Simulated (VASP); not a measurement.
# Sn (Imma) in VASP: a series of runs

The runs below take Sn through single point, with PBEsol.

Program: VASP 6.6.1. These are calculated values, not measurements. Logs are shortened: lines on timing, memory, paths and dates and some standing lists are left out, and cuts for length are marked.

**1. The cell of the first run**

It takes space group Imma (No. 74, orthorhombic). The conventional cell has a = 4.590 Å, b = 4.590 Å, c = 6.491 Å, α = 90.00°, β = 90.00°, γ = 90.00°. Within 3.5 Å of Sn (site symmetry mm2) lie 4 Sn at 2.65 to 2.99 Å.

**2. Single point, PBEsol (atom 1 (Sn) moved by (-0.300, +0.000) A along x and z)**

INCAR reads:

```
SYSTEM = Sn
PREC = Accurate
ENCUT = 500
EDIFF = 1E-6
ISMEAR = 0
SIGMA = 0.15
LREAL = .False.
LASPH = .True.
NELM = 120
ALGO = Normal
ISIF = 2
LWAVE = .False.
LCHARG = .False.
GGA = PS
NBANDS = 21
GGA_COMPAT = .False.
```

KPOINTS reads:

```
Automatic mesh
0
Gamma
  12 12 12
  0 0 0
```

POSCAR reads:

```
Sn
1.0
    0.0000000000      3.2456000000      3.2456000000
    3.2456000000      0.0000000000      3.2456000000
    3.2456000000      3.2456000000      0.0000000000
Sn
2
Direct
    0.5462164161      0.4537835839      0.4537835839
    0.7500000000      0.7500000000      0.7500000000
```

Potentials or basis: VASP PAW PBE potentials, release 64 (Sn_d).

Started as:

```sh
cat potpaw_PBE.64/Sn_d/POTCAR > POTCAR
mpirun -np 1 vasp_std > vasp.out
```

OUTCAR:

```text
SYSTEM = Sn
   PREC = Accurate
   ENCUT = 500
   EDIFF = 1E-6
   ISMEAR = 0
   LREAL = .False.
   LASPH = .True.
   NELM = 120
   ISIF = 2
   GGA = PS

 ion  position               nearest neighbor table
   1  0.546  0.454  0.454-   2 2.65   2 2.65   2 2.99   2 2.99
   2  0.750  0.750  0.750-   1 2.65   1 2.65   1 2.99   1 2.99

  LATTYP: Found a face centered cubic cell.
 ALAT       =     6.4912000000

  Lattice vectors:

 A1 = (   0.0000000000,   3.2456000000,   3.2456000000)
 A2 = (   3.2456000000,   0.0000000000,   3.2456000000)
 A3 = (   3.2456000000,   3.2456000000,   0.0000000000)

Analysis of symmetry for initial positions (statically):
=====================================================================
 Subroutine PRICEL returns:
 Original cell was already a primitive cell.

 Routine SETGRP: Setting up the symmetry group for a
 face centered cubic supercell.

 Subroutine GETGRP returns: Found  8 space group operations
 (whereof  4 operations were pure point group operations)
 out of a pool of 48 trial point group operations.

The static configuration has the point symmetry C_2v.
 The point group associated with its full space group is D_2h.

Analysis of symmetry for dynamics (positions and initial velocities):
=====================================================================
 Subroutine PRICEL returns:
 Original cell was already a primitive cell.

 Routine SETGRP: Setting up the symmetry group for a
 face centered cubic supercell.

 Subroutine GETGRP returns: Found  8 space group operations
 (whereof  4 operations were pure point group operations)
 out of a pool of 48 trial point group operations.

The dynamic configuration has the point symmetry C_2v.
 The point group associated with its full space group is D_2h.

 Subroutine INISYM returns: Found  8 space group operations
 (whereof  4 operations are pure point group operations),
 and found     1 'primitive' translations

----------------------------------------------------------------------------------------

                                     Primitive cell

  volume of cell :      68.3778

  direct lattice vectors                    reciprocal lattice vectors
     0.000000000  3.245600000  3.245600000    -0.154054720  0.154054720  0.154054720
     3.245600000  0.000000000  3.245600000     0.154054720 -0.154054720  0.154054720
     3.245600000  3.245600000  0.000000000     0.154054720  0.154054720 -0.154054720

  length of vectors
     4.589971538  4.589971538  4.589971538     0.266830603  0.266830603  0.266830603

  position of ions in fractional coordinates (direct lattice)
     0.546216416  0.453783584  0.453783584
     0.750000000  0.750000000  0.750000000

  ion indices of the primitive-cell ions
   primitive index   ion index
                 1           1
                 2           2

----------------------------------------------------------------------------------------

 KPOINTS: Automatic mesh

Automatic generation of k-mesh.
 Grid dimensions read from file:
 generate k-points for:   12   12   12

 Generating k-lattice:

  Cartesian coordinates                     Fractional coordinates (reciprocal lattice)
    -0.012837893  0.012837893  0.012837893     0.083333333  0.000000000  0.000000000
     0.012837893 -0.012837893  0.012837893     0.000000000  0.083333333  0.000000000
     0.012837893  0.012837893 -0.012837893     0.000000000  0.000000000  0.083333333

  Length of vectors
     0.022235884  0.022235884  0.022235884

  Shift w.r.t. Gamma in fractional coordinates (k-lattice)
     0.000000000  0.000000000  0.000000000

 Subroutine IBZKPT returns following result:
 ===========================================

 Found    280 irreducible k-points:

 Following reciprocal coordinates:
            Coordinates               Weight
  0.000000  0.000000  0.000000      1.000000
  0.083333  0.000000  0.000000      4.000000
  0.000000  0.083333  0.000000      4.000000
  0.166667  0.000000  0.000000      4.000000
  0.000000  0.166667  0.000000      4.000000
  0.250000  0.000000  0.000000      4.000000
[... 16 lines left out ...]
  0.166667 -0.083333 -0.083333      4.000000
  0.333333  0.083333  0.000000      8.000000
 [... further k-points ...]
   k-points           NKPTS =    280   k-points in BZ     NKDIM =    280   number of bands    NBANDS=     21
   number of dos      NEDOS =    301   number of ions     NIONS =      2
   total plane-waves  NPLWV =  46656
   dimension x,y,z NGX =    36 NGY =   36 NGZ =   36
   dimension x,y,z NGXF=    72 NGYF=   72 NGZF=   72
   ions per type =               2
   NGX,Y,Z   is equivalent  to a cutoff of  13.04, 13.04, 13.04 a.u.
   NGXF,Y,Z  is equivalent  to a cutoff of  26.08, 26.08, 26.08 a.u.
 SYSTEM =  Sn
   PREC   = accura    normal or accurate (medium, high low for compatibility)
   ISTART =      0    job   : 0-new  1-cont  2-samecut
   ICHARG =      2    charge: 1-file 2-atom 10-const
   ISPIN  =      1    spin polarized calculation?
   LNONCOLLINEAR =      F non collinear calculations
   LSORBIT =      F    spin-orbit coupling
   LASPH  =      T    aspherical Exc in radial PAW
   ENCUT  =  500.0 eV  36.75 Ry    6.06 a.u.   8.37  8.37  8.37*2*pi/ulx,y,z
   NELM   =    120;   NELMIN=  2; NELMDL= -5     # of ELM steps
   EDIFF  = 0.1E-05   stopping-criterion for ELM
   LREAL  =      F    real-space projection
   EDIFFG = 0.1E-04   stopping-criterion for IOM
   NSW    =      0    number of steps for IOM
   IBRION =     -1    ionic relax: 0-MD 1-quasi-New 2-CG
   NFREE  =      0    steps in history (QN), initial steepest desc. (CG)
   ISIF   =      2    stress and relaxation
   ISYM   =      2    0-nonsym 1-usesym 2-fastsym
   POTIM  = 0.5000    time-step for ionic-motion
   TEBEG  =    0.0;   TEEND  =   0.0 temperature during run
   PSTRESS=    0.0 pullay stress
   NELECT =      28.0000    total number of electrons
   NUPDOWN=      -1.0000    fix difference up-down
   EMIN   =  10.00;   EMAX   =-10.00  energy-range for DOS
   EFERMI =   0.00;   METHOD = LEGACY
   ISMEAR =     0;   SIGMA  =   0.15  broadening in eV -4-tet -1-fermi 0-gaus
   EFERMI_NEDOS =   21; number of points for ismear=-14 and -15
   IALGO  =     38    algorithm
   IMIX   =      4    mixing-type and parameters
     AMIX     =   0.40;   BMIX     =  1.00
     AMIX_MAG =   1.60;   BMIX_MAG =  1.00
  volume/ion in A,a.u.               =      34.19       230.72
  Fermi-wavevector in a.u.,A,eV,Ry     =   1.215689  2.297319 20.108049  1.477900
  Thomas-Fermi vector in A             =   2.351068
   LORBIT       =      0    0 simple, 1 ext, 2 COOP (PROOUT), +10 PAW based schemes
   GGA     = PS    functional components
   LHFCALC =     F    Hartree Fock is set to
   AEXX    =    0.0000 exact exchange contribution
   IVDW    =     0    specifies the selected vdW correction
   LEPSILON=     F    determine dielectric tensor
   LRPA    =     F    only Hartree local field effects (RPA)
 non-spin polarized calculation
 Gauss-broadening in eV      SIGMA  =   0.15
  energy-cutoff  :      500.00
  volume of cell :       68.38
 maximum number of plane-waves:      1807
 NGX is ok and might be reduce to    36
   NGX = 17   NGY = 17   NGZ = 17

 number of electron      28.0000003 magnetization

 Free energy of the ion-electron system (eV)
  ---------------------------------------------------
  ext. energy  EPLUGINS =         0.00000000
  ---------------------------------------------------
  free energy    TOTEN  =        -8.11921919 eV

  energy without entropy =       -8.11657097  energy(sigma->0) =       -8.11789508

 E-fermi :   5.6742     XC(G=0):  -9.0716

 val. band max:        5.6445146107   @ k =   0.0000  -0.1667   0.1667
 cond. band min:       5.6831204292   @ k =   0.0000   0.0833   0.0833
 fundamental gap:      0.0386058185
 Fermi energy:         5.6741673089

 k-point     1 :       0.0000    0.0000    0.0000
  band No.  band energies     occupation
      1     -16.2695      2.00000
      2     -16.2652      2.00000
      3     -16.1624      2.00000
      4     -16.1190      2.00000
      5     -16.0897      2.00000
      6     -15.8646      2.00000
[... 13 lines left out ...]
     20      13.3224      0.00000
     21      13.4365      0.00000

 k-point     2 :       0.0833    0.0000    0.0000
  band No.  band energies     occupation
      1     -16.2715      2.00000
      2     -16.2644      2.00000
      3     -16.1594      2.00000
      4     -16.1165      2.00000
      5     -16.0874      2.00000
      6     -15.8668      2.00000
[... 13 lines left out ...]
     20      12.8481      0.00000
     21      12.8957      0.00000

 k-point     3 :       0.0000    0.0833    0.0000
  band No.  band energies     occupation
      1     -16.2824      2.00000
      2     -16.2711      2.00000
      3     -16.1651      2.00000
      4     -16.1057      2.00000
      5     -16.0831      2.00000
      6     -15.8701      2.00000
[... 13 lines left out ...]
     20      12.6291      0.00000
     21      12.8212      0.00000

 k-point     4 :       0.1667    0.0000    0.0000
  band No.  band energies     occupation
      1     -16.2763      2.00000
      2     -16.2620      2.00000
      3     -16.1520      2.00000
      4     -16.1105      2.00000
      5     -16.0801      2.00000
      6     -15.8741      2.00000
[... 13 lines left out ...]
     20      12.4280      0.00000
     21      12.5382      0.00000

 k-point     5 :       0.0000    0.1667    0.0000
  band No.  band energies     occupation
      1     -16.3101      2.00000
      2     -16.2864      2.00000
      3     -16.1694      2.00000
      4     -16.0785      2.00000
      5     -16.0689      2.00000
      6     -15.8825      2.00000
[... 13 lines left out ...]
     20      12.2248      0.00000
     21      12.3033      0.00000
[... 382 lines left out ...]
     20      12.5448      0.00000
     21      12.8351      0.00000

 k-point    22 :       0.0833    0.0000    0.2500
  band No.  band energies     occupation
      1     -16.3335      2.00000
      2     -16.3128      2.00000
      3     -16.1733      2.00000
      4     -16.0564      2.00000
      5     -16.0428      2.00000
      6     -15.9105      2.00000
[... 13 lines left out ...]
     20      12.1372      0.00000
     21      12.7122      0.00000

 k-point    23 :       0.1667   -0.0833   -0.0833
  band No.  band energies     occupation
      1     -16.2812      2.00000
      2     -16.2569      2.00000
      3     -16.1431      2.00000
      4     -16.1049      2.00000
      5     -16.0840      2.00000
      6     -15.8713      2.00000
[... 13 lines left out ...]
     20      11.8744      0.00000
     21      12.9701      0.00000

 k-point    24 :       0.3333    0.0833    0.0000
  band No.  band energies     occupation
      1     -16.2980      2.00000
      2     -16.2615      2.00000
      3     -16.1399      2.00000
      4     -16.0844      2.00000
      5     -16.0454      2.00000
      6     -15.9142      2.00000
[... 13 lines left out ...]
     20      12.6897      0.00000
     21      13.5346      0.00000

 [... further k-points ...]

------------------------ aborting loop because EDIFF is reached ----------------------------------------

  FORCE on cell =-STRESS in cart. coord.  units (eV):
  Direction    XX          YY          ZZ          XY          YZ          ZX
  --------------------------------------------------------------------------------------
  -------------------------------------------------------------------------------------
  Total        0.3510036      1.3738428      1.3738428      0.0000000     -2.7933212      0.0000000
  in kB        8.2244569     32.1908658     32.1908658      0.0000000    -65.4510286      0.0000000
  external PRESSURE =      24.2020628 kB  Pullay stress =       0.0000000 kB

 VOLUME and BASIS-vectors are now :
 -----------------------------------------------------------------------------
  energy-cutoff  :      500.00
  volume of cell :       68.38
      direct lattice vectors                 reciprocal lattice vectors
     0.000000000  3.245600000  3.245600000    -0.154054720  0.154054720  0.154054720
     3.245600000  0.000000000  3.245600000     0.154054720 -0.154054720  0.154054720
     3.245600000  3.245600000  0.000000000     0.154054720  0.154054720 -0.154054720

 POSITION                                       TOTAL-FORCE (eV/Angst)
 -----------------------------------------------------------------------------------
      2.94560      3.24560      3.24560         2.216787      0.000000      0.000000
      4.86840      4.86840      4.86840        -2.216787      0.000000      0.000000
 -----------------------------------------------------------------------------------
    total drift:                               -0.000032     -0.000000     -0.000000

  FREE ENERGIE OF THE ION-ELECTRON SYSTEM (eV)
  ---------------------------------------------------
  free  energy   TOTEN  =        -8.1192191855 eV

  energy  without entropy=       -8.1165709699  energy(sigma->0) =       -8.11789508
```

Run time: 4.1 min. Hardware: 1 thread of Oxide Virtual Turin-like, shared host; peak memory 0.39 GiB.

What came out:

| Item | Value |
| --- | --- |
| Free energy | -8.1192 eV |
| Pressure | 2.4 GPa |
| Largest force | 2.217 eV/Å |
| Band gap on the k mesh | zero (bands 14 and 15 overlap by 1.18 eV) |

Forces in eV/Å, atoms in the order of the input:
```
Sn   2.217  0.000  0.000
Sn  -2.217  0.000  0.000
```

Stress tensor (GPa, compression positive):
```
 0.82  0.00  0.00
 0.00  3.22 -6.55
 0.00 -6.55  3.22
```

Caveat: the cell differs from its parent crystal (atom 1 (Sn) moved by (-0.300, +0.000) A along x and z); the PAW data sets were made with another functional, which shifts forces and pressure a little; spin-orbit coupling is left out, which moves the levels of the heavy elements.

**3. Single point, PBEsol (atom 1 (Sn) moved by (-0.150, +0.000) A along x and z)**

INCAR reads:

```
PREC = Accurate ; ENCUT = 500
EDIFF = 1E-6 ; ISMEAR = 0
SIGMA = 0.15 ; LREAL = False
LASPH = True ; NELM = 120
ALGO = Normal ; ISIF = 2
LWAVE = False ; LCHARG = False
GGA = PS ; NBANDS = 21
GGA_COMPAT = False
```

KPOINTS reads:

```
regular mesh
0
Gamma
  12 12 12
```

Edit POSCAR of step 2 so:

```diff
@@ -8,3 +8,3 @@
 Direct
-    0.5462164161      0.4537835839      0.4537835839
+    0.5231082080      0.4768917920      0.4768917920
     0.7500000000      0.7500000000      0.7500000000
```

Potentials or basis: VASP PAW PBE potentials, release 64 (Sn_d).

Started as:

```sh
cat potpaw_PBE.64/Sn_d/POTCAR > POTCAR
mpirun -np 1 vasp_std > vasp.out
```

Wall time 3.8 min (1 thread of Oxide Virtual Turin-like, shared host); peak memory 0.4 GiB.

Results (log left out):

```yaml
Free_energy: -8.3751 eV
Pressure: 1.3 GPa
Largest_force: 1.159 eV/Å
Band_gap_on_the_k_mesh: zero (bands 14 and 15 overlap by 0.64 eV)
```

Forces in eV/Å, atoms in the order of the input:
```
Sn   1.159  0.000  0.000
Sn  -1.159  0.000  0.000
```

Stress tensor (GPa, compression positive):
```
 0.96  0.00  0.00
 0.00  1.51 -3.19
 0.00 -3.19  1.51
```

Levels at points of the mesh, in eV from the Fermi level:
```csv
k point,band 12,band 13,band 14,band 15,band 16,band 17
"(0.00, 0.00, 0.00)",-0.80,-0.51,0.02,0.47,1.64,2.01
"(0.50, 0.00, 0.00)",-6.09,-1.52,-0.95,-0.36,2.65,3.41
"(0.00, 0.50, 0.00)",-6.76,-1.44,-0.95,0.01,2.80,3.55
"(0.50, 0.50, 0.00)",-7.67,-2.55,-2.55,0.63,0.63,7.61
"(0.00, 0.50, 0.50)",-7.23,-2.73,-2.45,0.33,0.95,7.36
```

Caveat: the cell differs from its parent crystal (atom 1 (Sn) moved by (-0.150, +0.000) A along x and z); the PAW data sets were made with another functional, which shifts forces and pressure a little; spin-orbit coupling is left out, which moves the levels of the heavy elements.

The gap in the log of VASP goes by the Fermi energy; the results here count the filled bands.